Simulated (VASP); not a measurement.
# Si62Sb (a cell with a defect) in VASP: single point with PBE

Aim: the single point of Si62Sb (a cell with a defect) with PBE.

All numbers are computed with VASP 6.6.1; they aren't measurements. Logs are shortened: lines on timing, memory, paths and dates and some standing lists are left out, and cuts for length are marked.

**1. The cell of the first run**

The cell holds a defect, 63 atoms: a = 10.860 Å, b = 10.860 Å, c = 10.860 Å, α = 90.00°, β = 90.00°, γ = 90.00°.

**2. Single point, PBE, collinear spin**

INCAR

```
  PREC = Accurate
  ENCUT = 520
  EDIFF = 1E-6
  ISMEAR = 0
  SIGMA = 0.02
  LREAL = Auto
  LASPH = T
  NELM = 150
  ALGO = Normal
  ISIF = 2
  LWAVE = F
  LCHARG = F
  ISPIN = 2
  MAGMOM = 0 0 0 0 0 0 0 0 0 0 0.08 0 0 0 0 0 0 0 0 0 0 0 0 0 0 0 0 0 0 0 0 0 0 0 0 0 0 0 0 0 0 0 0 0 0 0 0 0 0 0 0 0 0 0 0 0 0 0 0.07 0 0 0 0
  LORBIT = 11
  GGA = PE
  NELECT = 255.0
  NBANDS = 168
```

KPOINTS

```
Automatic mesh
0
Gamma
  1 1 1
```

POSCAR

```
Si62Sb
1.0
   10.8600000000      0.0000000000      0.0000000000
    0.0000000000     10.8600000000      0.0000000000
    0.0000000000      0.0000000000     10.8600000000
Si Sb
62 1
Direct
    0.4994342541     -0.0012832413     -0.0000682320
    0.6243897790      0.1245385820      0.1255976059
    0.7503386740      0.2482990792      0.0004906077
    0.8755922652      0.3746158379      0.1253841621
    0.7484488950     -0.0015511050      0.2516973297
    0.8745759669      0.1245759669      0.3754240331
   -0.0017009208      0.0003386740      0.0004906077
    0.1246158379      0.1255922652      0.1253841621
    0.2500642726      0.2505426335     -0.0000642726
    0.3757003683      0.3765943831      0.1234056169
    0.5056317680      0.4997883978      0.0002116022
    0.6256650092      0.6248745856      0.1269275322
    0.7487167587      0.7494342541     -0.0000682320
    0.8745385820      0.8743897790      0.1255976059
    0.2495093923      0.0003386740      0.2517009208
    0.3761909761      0.1249275322      0.3750724678
    0.4993439227      0.2502762431      0.2497237569
    0.6243897790      0.3744023941      0.3754614180
    0.7503386740      0.4995093923      0.2517009208
    0.8749275322      0.6261909761      0.3750724678
    0.4971440147     -0.0033599448      0.5033599448
    0.6231906998      0.1227755064      0.6268093002
    0.7484488950      0.2483026703      0.5015511050
    0.8745385820      0.3744023941      0.6256102210
    0.7466400552     -0.0033599448      0.7528559853
    0.8749275322      0.1249275322      0.8738090239
    0.0005426335      0.5000642726     -0.0000642726
    0.1265943831      0.6257003683      0.1234056169
    0.2497883978      0.7556317680      0.0002116022
    0.3748745856      0.8756650092      0.1269275322
   -0.0007185083      0.2492814917      0.2507185083
    0.1246158379      0.3746158379      0.3744077348
    0.2500642726      0.5000642726      0.2494573665
    0.3747252302      0.6247252302      0.3755719153
    0.4992051565      0.7492051565      0.2508880295
    0.6231906998      0.8731906998      0.3772244936
   -0.0016973297     -0.0015511050      0.5015511050
    0.1244023941      0.1245385820      0.6256102210
    0.2495093923      0.2482990792      0.4996613260
    0.3748745856      0.3730724678      0.6243349908
    0.4994342541      0.5000682320      0.5012832413
    0.6204859116      0.6240002762      0.6295140884
    0.7466400552      0.7471440147      0.5033599448
    0.8727755064      0.8731906998      0.6268093002
    0.2500682320     -0.0012832413      0.7505657459
    0.3747252302      0.1244280847      0.8752747698
    0.4992051565      0.2491119705      0.7507948435
    0.6256650092      0.3730724678      0.8751254144
    0.7487167587      0.5000682320      0.7505657459
    0.8744280847      0.6247252302      0.8752747698
    0.0002762431      0.7493439227      0.2497237569
    0.1244023941      0.8743897790      0.3754614180
   -0.0017009208      0.4995093923      0.4996613260
    0.1230724678      0.6248745856      0.6243349908
    0.2500682320      0.7494342541      0.5012832413
    0.3740002762      0.8704859116      0.6295140884
    0.0002762431      0.2502762431      0.7506560773
    0.1265943831      0.3765943831      0.8742996317
    0.2497883978      0.4997883978      0.7443682320
    0.6204859116      0.8704859116      0.8759997238
   -0.0008880295      0.7492051565      0.7507948435
    0.1230724678      0.8756650092      0.8751254144
    0.4128348066      0.6628348066      0.8371651934
```

Potentials or basis: VASP PAW PBE potentials, release 64 (Si, Sb).

The run is started by

```console
> cat potpaw_PBE.64/Si/POTCAR potpaw_PBE.64/Sb/POTCAR > POTCAR
> mpirun -np 1 vasp_gam > vasp.out
```

OUTCAR:

```text
PREC = Accurate
   ENCUT = 520
   EDIFF = 1E-6
   ISMEAR = 0
   LREAL = Auto
   LASPH = T
   NELM = 150
   ISIF = 2
   ISPIN = 2
   LORBIT = 11
   GGA = PE
   NELECT = 255.0

 ion  position               nearest neighbor table
   1  0.499  0.999  1.000-  60 2.34  30 2.35  46 2.35   2 2.36
   2  0.624  0.125  0.126-   3 2.35  17 2.35   5 2.36   1 2.36
   3  0.750  0.248  0.000-  26 2.35  48 2.35   2 2.35   4 2.36
   4  0.876  0.375  0.125-  31 2.35  27 2.36   3 2.36  19 2.36
   5  0.748  0.998  0.252-   6 2.36  36 2.36  14 2.36   2 2.36
   6  0.875  0.125  0.375-  31 2.35  23 2.36   5 2.36  37 2.36
[... 54 lines left out ...]
  61  0.999  0.749  0.751-  50 2.34  44 2.35  62 2.35  54 2.35
  62  0.123  0.876  0.875-  29 2.33  45 2.35  61 2.35   7 2.35
  63  0.413  0.663  0.837-  11 2.70  29 2.70  59 2.70  56 3.22  42 3.22  60 3.22

  LATTYP: Found a simple cubic cell.
 ALAT       =    10.8600000000

  Lattice vectors:

 A1 = (  10.8600000000,   0.0000000000,   0.0000000000)
 A2 = (   0.0000000000,  10.8600000000,   0.0000000000)
 A3 = (   0.0000000000,   0.0000000000,  10.8600000000)

Analysis of symmetry for initial positions (statically):
=====================================================================
 Subroutine PRICEL returns:
 Original cell was already a primitive cell.

 Routine SETGRP: Setting up the symmetry group for a
 simple cubic supercell.

 Subroutine GETGRP returns: Found  6 space group operations
 (whereof  1 operations were pure point group operations)
 out of a pool of 48 trial point group operations.

The static configuration has the point symmetry C_1 .
 The point group associated with its full space group is C_3v.

Analysis of symmetry for dynamics (positions and initial velocities):
=====================================================================
 Subroutine PRICEL returns:
 Original cell was already a primitive cell.

 Routine SETGRP: Setting up the symmetry group for a
 simple cubic supercell.

 Subroutine GETGRP returns: Found  6 space group operations
 (whereof  1 operations were pure point group operations)
 out of a pool of 48 trial point group operations.

The dynamic configuration has the point symmetry C_1 .
 The point group associated with its full space group is C_3v.

Analysis of structural, dynamic, and magnetic symmetry:
=====================================================================
 Subroutine PRICEL returns:
 Original cell was already a primitive cell.

 Routine SETGRP: Setting up the symmetry group for a
 simple cubic supercell.

 Subroutine GETGRP returns: Found  1 space group operations
 (whereof  1 operations were pure point group operations)
 out of a pool of 48 trial point group operations.

The overall configuration has the point symmetry C_1 .

 Subroutine INISYM returns: Found  1 space group operations
 (whereof  1 operations are pure point group operations),
 and found     1 'primitive' translations

----------------------------------------------------------------------------------------

                                     Primitive cell

  volume of cell :    1280.8241

  direct lattice vectors                    reciprocal lattice vectors
    10.860000000  0.000000000  0.000000000     0.092081031  0.000000000  0.000000000
     0.000000000 10.860000000  0.000000000     0.000000000  0.092081031  0.000000000
     0.000000000  0.000000000 10.860000000     0.000000000  0.000000000  0.092081031

  length of vectors
    10.860000000 10.860000000 10.860000000     0.092081031  0.092081031  0.092081031

  position of ions in fractional coordinates (direct lattice)
     0.499434254  0.998716759  0.999931768
     0.624389779  0.124538582  0.125597606
[... 168 lines left out ...]
   ICHARG =      2    charge: 1-file 2-atom 10-const
   ISPIN  =      2    spin polarized calculation?
   LNONCOLLINEAR =      F non collinear calculations
   LSORBIT =      F    spin-orbit coupling
   LASPH  =      T    aspherical Exc in radial PAW
   ENCUT  =  520.0 eV  38.22 Ry    6.18 a.u.  20.19 20.19 20.19*2*pi/ulx,y,z
   NELM   =    150;   NELMIN=  2; NELMDL= -5     # of ELM steps
   EDIFF  = 0.1E-05   stopping-criterion for ELM
   LREAL  =      T    real-space projection
   EDIFFG = 0.1E-04   stopping-criterion for IOM
   NSW    =      0    number of steps for IOM
   IBRION =     -1    ionic relax: 0-MD 1-quasi-New 2-CG
   NFREE  =      0    steps in history (QN), initial steepest desc. (CG)
   ISIF   =      2    stress and relaxation
   ISYM   =      2    0-nonsym 1-usesym 2-fastsym
   POTIM  = 0.5000    time-step for ionic-motion
   TEBEG  =    0.0;   TEEND  =   0.0 temperature during run
   PSTRESS=    0.0 pullay stress
   NELECT =     255.0000    total number of electrons
   NUPDOWN=      -1.0000    fix difference up-down
   EMIN   =  10.00;   EMAX   =-10.00  energy-range for DOS
   EFERMI =   0.00;   METHOD = LEGACY
   ISMEAR =     0;   SIGMA  =   0.02  broadening in eV -4-tet -1-fermi 0-gaus
   EFERMI_NEDOS =   21; number of points for ismear=-14 and -15
   IALGO  =     38    algorithm
   IMIX   =      4    mixing-type and parameters
     AMIX     =   0.40;   BMIX     =  1.00
     AMIX_MAG =   1.60;   BMIX_MAG =  1.00
  volume/ion in A,a.u.               =      20.33       137.20
  Fermi-wavevector in a.u.,A,eV,Ry     =   0.955928  1.806441 12.432975  0.913798
  Thomas-Fermi vector in A             =   2.084810
   LORBIT       =     11    0 simple, 1 ext, 2 COOP (PROOUT), +10 PAW based schemes
   GGA     = PE    functional components
   LHFCALC =     F    Hartree Fock is set to
   AEXX    =    0.0000 exact exchange contribution
   IVDW    =     0    specifies the selected vdW correction
   LEPSILON=     F    determine dielectric tensor
   LRPA    =     F    only Hartree local field effects (RPA)
 spin polarized calculation
 Gauss-broadening in eV      SIGMA  =   0.02
  energy-cutoff  :      520.00
  volume of cell :     1280.82
 maximum number of plane-waves:     17229
 NGX is ok and might be reduce to    84
   NGX = 41   NGY = 41   NGZ = 41

 number of electron     254.9999985 magnetization       1.2322145

 Free energy of the ion-electron system (eV)
  ---------------------------------------------------
  ext. energy  EPLUGINS =         0.00000000
  ---------------------------------------------------
  free energy    TOTEN  =      -318.13879018 eV

  energy without entropy =     -318.12749134  energy(sigma->0) =     -318.13314076

 E-fermi :   6.4168     XC(G=0):  -9.4083

 val. band max:        6.4090413889   @ k =   0.0000   0.0000   0.0000
 cond. band min:       6.4297937796   @ k =   0.0000   0.0000   0.0000
 fundamental gap:      0.0207523907
 Fermi energy:         6.4167510396

 spin component 1

 k-point     1 :       0.0000    0.0000    0.0000
  band No.  band energies     occupation
      1      -6.1643      1.00000
      2      -5.1120      1.00000
      3      -5.1093      1.00000
      4      -5.0952      1.00000
      5      -5.0920      1.00000
      6      -5.0880      1.00000
[... 131 lines left out ...]
    138       6.9804      0.00000
    139       6.9849      0.00000
 Fermi energy:         6.4167510396

 spin component 2

 k-point     1 :       0.0000    0.0000    0.0000
  band No.  band energies     occupation
      1      -6.1524      1.00000
      2      -5.1010      1.00000
      3      -5.1009      1.00000
      4      -5.0863      1.00000
      5      -5.0739      1.00000
      6      -5.0735      1.00000
[... 131 lines left out ...]
    138       6.9949      0.00000
    139       6.9967      0.00000
 [bands above 139 left out]

------------------------ aborting loop because EDIFF is reached ----------------------------------------

  FORCE on cell =-STRESS in cart. coord.  units (eV):
  Direction    XX          YY          ZZ          XY          YZ          ZX
  --------------------------------------------------------------------------------------
  -------------------------------------------------------------------------------------
  Total       37.5756063     36.0050127     37.3515703     -1.2126846      1.2764757      0.9295594
  in kB       47.0031651     45.0385163     46.7229195     -1.5169420      1.5967380      1.1627818
  external PRESSURE =      46.2548670 kB  Pullay stress =       0.0000000 kB

 VOLUME and BASIS-vectors are now :
 -----------------------------------------------------------------------------
  energy-cutoff  :      520.00
  volume of cell :     1280.82
      direct lattice vectors                 reciprocal lattice vectors
    10.860000000  0.000000000  0.000000000     0.092081031  0.000000000  0.000000000
     0.000000000 10.860000000  0.000000000     0.000000000  0.092081031  0.000000000
     0.000000000  0.000000000 10.860000000     0.000000000  0.000000000  0.092081031

 POSITION                                       TOTAL-FORCE (eV/Angst)
 -----------------------------------------------------------------------------------
      5.42386     10.84606     10.85926         0.013177      0.005187     -0.006269
      6.78087      1.35249      1.36399        -0.038400     -0.044042      0.020976
      8.14868      2.69653      0.00533         0.002186      0.006652      0.002359
      9.50893      4.06833      1.36167         0.026862      0.038328      0.022710
      8.12815     10.84315      2.73343         0.004647      0.004529     -0.002305
      9.49790      1.35290      4.07710         0.012130     -0.035373     -0.007611
[... 55 lines left out ...]
      1.33657      9.50972      9.50386        -0.037704      0.039142     -0.012132
      4.48339      7.19839      9.09161         0.061068     -0.023393     -0.051150
 -----------------------------------------------------------------------------------
    total drift:                                0.012048      0.012078     -0.012055

  FREE ENERGIE OF THE ION-ELECTRON SYSTEM (eV)
  ---------------------------------------------------
  free  energy   TOTEN  =      -318.1387901845 eV

  energy  without entropy=     -318.1274913418  energy(sigma->0) =     -318.13314076

 total charge

# of ion       s       p       d       tot
------------------------------------------
    1        0.742   0.957   0.000   1.699
    2        0.744   0.954   0.000   1.698
    3        0.745   0.961   0.000   1.707
    4        0.740   0.959   0.000   1.699
    5        0.741   0.959   0.000   1.700
    6        0.740   0.959   0.000   1.698
[... 55 lines left out ...]
   62        0.740   0.967   0.000   1.707
   63        1.248   1.145   0.044   2.436
--------------------------------------------------
tot         47.391  60.321   0.044 107.755

 magnetization (x)

# of ion       s       p       d       tot
------------------------------------------
    1       -0.000   0.015   0.000   0.015
    2        0.001   0.012   0.000   0.013
    3       -0.006   0.006   0.000  -0.000
    4        0.000   0.000   0.000   0.001
    5       -0.002   0.004   0.000   0.002
    6       -0.000   0.002   0.000   0.002
[... 55 lines left out ...]
   62        0.002  -0.001   0.000   0.001
   63        0.003  -0.010   0.009   0.002
--------------------------------------------------
tot          0.058   0.581   0.009   0.648
```

Wall time 20 min (1 thread of Intel Xeon Platinum 8375C at 2.90GHz (Ice Lake), shared host); peak memory 1.4 GiB.

What came out:

| Item | Value |
| --- | --- |
| Free energy | -318.1388 eV |
| Largest force | 0.083 eV/Å |
| Net moment | 1.23 μB per cell |
| Site moments | Si +0.01, -0.00, +0.00, +0.02, +0.12 (each value once); Sb +0.00 μB |
| Valence electrons inside the program's atomic spheres | Si 1.70, 1.71, 1.69, 1.67 (each value once); Sb 2.44 |

Forces on the atoms (eV/Å):
```
Si   0.013  0.005 -0.006
Si  -0.038 -0.044  0.021
Si   0.002  0.007  0.002
Si   0.027  0.038  0.023
Si   0.005  0.005 -0.002
Si   0.012 -0.035 -0.008
Si   0.009  0.004  0.001
Si  -0.035 -0.045  0.028
Si   0.006  0.009 -0.005
Si   0.020  0.034  0.026
Si   0.027 -0.016  0.032
Si  -0.036 -0.047  0.029
Si   0.009  0.012 -0.005
Si   0.017  0.030  0.018
Si   0.000  0.003 -0.008
Si   0.011 -0.039 -0.003
Si   0.020  0.001 -0.013
Si  -0.033  0.034 -0.009
Si   0.004 -0.004 -0.010
Si   0.010 -0.019 -0.005
Si   0.006  0.006 -0.001
Si  -0.026 -0.038  0.020
Si   0.007  0.002 -0.007
Si   0.016  0.035  0.025
Si   0.001  0.006 -0.005
Si   0.008 -0.040 -0.008
Si   0.008  0.000  0.002
Si  -0.044 -0.043  0.036
Si  -0.022  0.010  0.021
Si   0.020  0.040  0.030
Si   0.010  0.002 -0.009
Si  -0.031  0.038 -0.020
Si  -0.001  0.001 -0.007
Si   0.014 -0.038 -0.010
Si   0.016  0.003 -0.013
Si  -0.022  0.032 -0.012
Si   0.003  0.004 -0.004
Si  -0.028 -0.044  0.032
Si  -0.001  0.007 -0.002
Si   0.025  0.026  0.016
Si   0.012  0.001 -0.006
Si  -0.023 -0.039  0.017
Si   0.006 -0.001 -0.006
Si   0.018  0.033  0.016
Si   0.007  0.005 -0.013
Si   0.009 -0.035 -0.004
Si   0.017  0.015 -0.015
Si  -0.024  0.026 -0.019
Si   0.006  0.001 -0.011
Si   0.016 -0.037 -0.009
Si   0.011 -0.005 -0.009
Si  -0.025  0.029 -0.011
Si   0.010 -0.003 -0.004
Si  -0.037 -0.048  0.029
Si   0.007  0.012 -0.009
Si   0.010  0.035  0.004
Si   0.014  0.001 -0.017
Si  -0.035  0.033 -0.014
Si  -0.033 -0.016 -0.024
Si  -0.011  0.033 -0.004
Si   0.013  0.003 -0.014
Si  -0.038  0.039 -0.012
Sb   0.061 -0.023 -0.051
```

Levels at points of the mesh, in eV from the Fermi level:
Spin up:
| k point | band 124 | band 125 | band 126 | band 127 | band 128 | band 129 | band 130 | band 131 | band 132 | band 133 |
| --- | --- | --- | --- | --- | --- | --- | --- | --- | --- | --- |
| (0.00, 0.00, 0.00) | -1.05 | -0.97 | -0.27 | -0.14 | -0.14 | 0.02 | 0.05 | 0.09 | 0.15 | 0.15 |
Spin down:
```csv
k point,band 125,band 126,band 127,band 128,band 129,band 130
"(0.00, 0.00, 0.00)",-0.91,-0.18,-0.01,0.01,0.06,0.06
```

Caveat: the k points lie up to 0.58 Å⁻¹ apart; the cell carries a net charge on a neutralising background, which shifts energy and pressure; the cell is charged against a uniform background, so pressure and absolute levels hang on convention; spin-orbit coupling is left out, which moves the levels of the heavy elements.
